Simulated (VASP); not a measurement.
Write the native input for VASP 6.6.1 that does the following.

```
Task                   : relaxation of cell and atoms
Functional             : PBE
Potentials or basis    : VASP PAW PBE potentials, release 64 (Cu, Mo_sv)
Cutoff                 : 600 eV
k mesh                 : 18 × 18 × 6
Occupations            : gaussian, width 0.1 eV
Spin                   : no spin polarisation
Dipole correction      : no
Further INCAR settings : ALGO = Fast; EDIFF = 1e-07; IBRION = 2; EDIFFG = -0.01; NSW = 100; ISIF = 3
```

The structure of Cu3Mo lies in POSCAR:

```
Cu3Mo
1.0
    2.6387176596      0.0000000000      0.0000000000
   -1.3193588298      2.2851965266      0.0000000000
    0.0000000000      0.0000000000      8.6975776375
Cu Mo
3 1
Direct
    0.0000000000      0.0000000000      0.0000000000
    0.6666666667      0.3333333333      0.7608926105
    0.6666666667      0.3333333333      0.2391073895
    0.0000000000      0.0000000000      0.5000000000
```

The cell was built from a structure type or drawn by symmetry, and may not be a known phase.

One way to write it, as run:

INCAR

```
  ALGO = Fast
  EDIFF = 1E-7
  EDIFFG = -0.01
  ENCUT = 600
  GGA = PE
  IBRION = 2
  ISIF = 3
  ISMEAR = 0
  LASPH = True
  LCHARG = False
  LREAL = False
  LWAVE = False
  NELM = 60
  NSW = 100
  PREC = Accurate
  SIGMA = 0.1
```

KPOINTS

```
k-points
0
Gamma
  18 18 6
```

Potentials or basis: VASP PAW PBE potentials, release 64 (Cu, Mo_sv).

Command:

```sh
$ cat potpaw_PBE.64/Cu/POTCAR potpaw_PBE.64/Mo_sv/POTCAR > POTCAR
$ mpirun -np 1 vasp_std > vasp.out
```

It gave:

```json
{
  "Relaxed volume": "13.25 Å³/atom",
  "Relaxed cell": "a = 2.655 Å, b = 2.655 Å, c = 8.686 Å, α = 90.00°, β = 90.00°, γ = 120.00°",
  "Space group after relaxing (to 0.1 Å)": "P-6m2 (No. 187)",
  "Energy gained by relaxing": "1.0 meV/atom",
  "Ionic steps": "6",
  "Pressure after relaxing": "0.0 GPa",
  "Largest force after relaxing": "0.010 eV/Å",
  "Band gap on the k mesh": "zero (an odd number of electrons rules out a gap without spin polarisation)"
}
```

Wall time 15 min on 1 thread of AMD EPYC 9R45 96-Core Processor (Zen 5), on a shared host, peak memory 0.35 GiB.
